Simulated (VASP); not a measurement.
Wanted: the native input for a VASP 6.6.1 run.

* Task: single point
* Functional: PBEsol
* Potentials or basis: VASP PAW PBE potentials, release 64 (Ta_pv, N)
* Cutoff: 520 eV
* k mesh: 12 × 12 × 1
* Occupations: gaussian, width 0.1 eV
* Spin: no spin polarisation
* Dipole correction: yes
* Further INCAR settings: ALGO = Normal; EDIFF = 1e-06; NBANDS = 42

The structure of TaN lies in POSCAR:

```
TaN
1.0
    2.9239890448      0.0000000000      0.0000000000
   -1.4619945224      2.5322487932      0.0000000000
    0.0000000000      0.0000000000     25.0475467489
Ta N
4 4
Direct
    0.3333333333      0.6666666667      0.2994305221
    0.3333333333      0.6666666667      0.4140416523
    0.3333333333      0.6666666667      0.5286527826
    0.3333333333      0.6666666667      0.6432639128
    0.0000000000      0.0000000000      0.3567360872
    0.0000000000      0.0000000000      0.4713472174
    0.0000000000      0.0000000000      0.5859583477
    0.0000000000      0.0000000000      0.7005694779
```

The input as run:

INCAR

```
PREC = Accurate
ENCUT = 520
EDIFF = 1E-6
ISMEAR = 0
SIGMA = 0.1
LREAL = False
LASPH = True
NELM = 80
ALGO = Normal
ISIF = 2
LWAVE = False
LCHARG = False
LDIPOL = True
IDIPOL = 3
DIPOL = 0.5 0.5 0.500
GGA = PS
NBANDS = 42
```

KPOINTS

```
regular mesh
0
Gamma
  12 12 1
```

Potentials or basis: VASP PAW PBE potentials, release 64 (Ta_pv, N).

The run is started by

```sh
$ cat potpaw_PBE.64/Ta_pv/POTCAR potpaw_PBE.64/N/POTCAR > POTCAR
$ mpirun -np 1 vasp_std > vasp.out
```

It gave:

| Quantity | Value |
| --- | --- |
| Largest force | 7.128 eV/Å |
| Band gap on the k mesh | zero (band 32 reaches 0.55 eV, above the bottom of band 33 at -0.13 eV) |

Caveat: the PAW data sets were made with another functional, which shifts forces and pressure a little; spin-orbit coupling is left out, which moves the levels of the heavy elements.

Run time: 17 min on 1 thread of AMD EPYC 7R13, on a shared host, peak memory 0.36 GiB.
